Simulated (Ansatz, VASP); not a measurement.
## Ga: VASP beside Ansatz

INCAR

```
ALGO = Normal
EDIFF = 1E-6
ENCUT = 520
GGA = PS
ISIF = 2
ISMEAR = -1
LASPH = True
LCHARG = True
LELF = True
LREAL = False
LVHAR = True
LWAVE = False
NBANDS = 34
NELM = 60
PREC = Accurate
SIGMA = 0.1
```

KPOINTS

```
k-points
0
Gamma
  14 14 4
```

The input POSCAR:

```
Ga
1.0
    3.0092008634      0.0000000000      0.0000000000
   -1.5046004317      2.6060443928      0.0000000000
    0.0000000000      0.0000000000      9.7787038763
Ga
4
Direct
    0.0000000000      0.0000000000      1.0000000000
    1.0000000000      1.0000000000      0.5000000000
    0.3333333333      0.6666666667      0.2500000000
    0.6666666667      0.3333333333      0.7500000000
```

Input for Ansatz:

```yaml
crystal:
  lattice:
    - [3.0092008634, 0.0, 0.0]
    - [-1.5046004317, 2.6060443928, 0.0]
    - [0.0, 0.0, 9.7787038763]
  atoms:
    - { symbol: Ga, position: [0.0, 0.0, 1.0] }
    - { symbol: Ga, position: [1.0, 1.0, 0.5] }
    - { symbol: Ga, position: [0.3333333333, 0.6666666667, 0.25] }
    - { symbol: Ga, position: [0.6666666667, 0.3333333333, 0.75] }
hamiltonian:
  xc: pbesol
  pseudopotentials:
    kind: paw
    azcp:
      Ga: "pseudopotentials/Ga.paw.azcp"
basis:
  ecutwfc: 420
  fft_grid_basis: typed
kpoints:
  mp_grid: { grid: [14, 14, 4], shift: [0, 0, 0] }
magnetization:
  spin_polarized: false
scf:
  occupations: { method: fermi_dirac, width: 0.1 }
  lower_state_search: "off"
output:
  stress: true
  write_density: true
  write_potential: true
  elf: true
  volumetric_format: npy
```

Alike in both runs: task single point; functional PBEsol; k mesh 14 × 14 × 4; occupations fermi-dirac, width 0.1 eV; no spin polarisation.

|  | VASP | Ansatz |
| --- | --- | --- |
| version | VASP 6.6.1 | Ansatz 0.2.0 |
| potentials or method | VASP PAW PBE potentials, release 64 (Ga_d), cutoff 520 eV | plane waves (420 eV) with PAW, scalar-relativistic |
| valence electrons in the cell | 52 | 52 |

|  | VASP | Ansatz | Ansatz less VASP |
| --- | --- | --- | --- |
| pressure (GPa) | -3.7 | -3.7 | -0.01 |
| traceless stress, the component that is largest in VASP (GPa) | 0.65 | 0.65 | 0.000 |

VASP's potentials were made for PBE, not for PBEsol, and Ansatz warns of the same on its side. With one functional, cell and mesh, what is left measures potentials, basis and numerics.
